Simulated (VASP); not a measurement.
Input of a VASP 6.6.1 run:

File INCAR:

```
SYSTEM = CuI
  ALGO = Normal
  EDIFF = 1E-7
  ENCUT = 520
  GGA = PE
  ISIF = 2
  ISMEAR = -1
  LASPH = .True.
  LCHARG = .False.
  LREAL = .False.
  LWAVE = .False.
  NBANDS = 26
  NELM = 60
  PREC = Accurate
  SIGMA = 0.02
```

The input KPOINTS:

```
k-points
0
Gamma
  6 6 4
  0 0 0
```

POSCAR

```
CuI
1.0
    4.1053934722      0.0000000000      0.0000000000
    0.0000000000      4.0551101069      0.0000000000
    0.0000000000      0.0000000000      6.3456837528
Cu I
2 2
Direct
    0.5000000000      0.5000000000     -0.0021961599
    0.0000000000      0.0000000000      0.0021961599
    0.5000000000      0.0000000000      0.2650469183
    0.0000000000      0.5000000000      0.7349530817
```

Potentials or basis: VASP PAW PBE potentials, release 64 (Cu, I).

The run is started by

```sh
$ cat potpaw_PBE.64/Cu/POTCAR potpaw_PBE.64/I/POTCAR > POTCAR
$ mpirun -np 1 vasp_std > vasp.out
```

Task: Predict the largest force.

Result: 0.150 eV/Å.

Task: What does it give for the pressure?

Result: 2.0 GPa.

Task: Predict the band gap on the k mesh.

Result: 1.58 eV.

Stress tensor (GPa, compression positive):
```
1.49 0.00 0.00
0.00 2.15 0.00
0.00 0.00 2.21
```

Caveat: the cell differs from its parent crystal (uniaxial x strain +1.2%); spin-orbit coupling is left out, which moves the levels of the heavy elements; this functional lacks dispersion, which binds layers or chains, so the pressure and a relaxed spacing across them are unreliable.
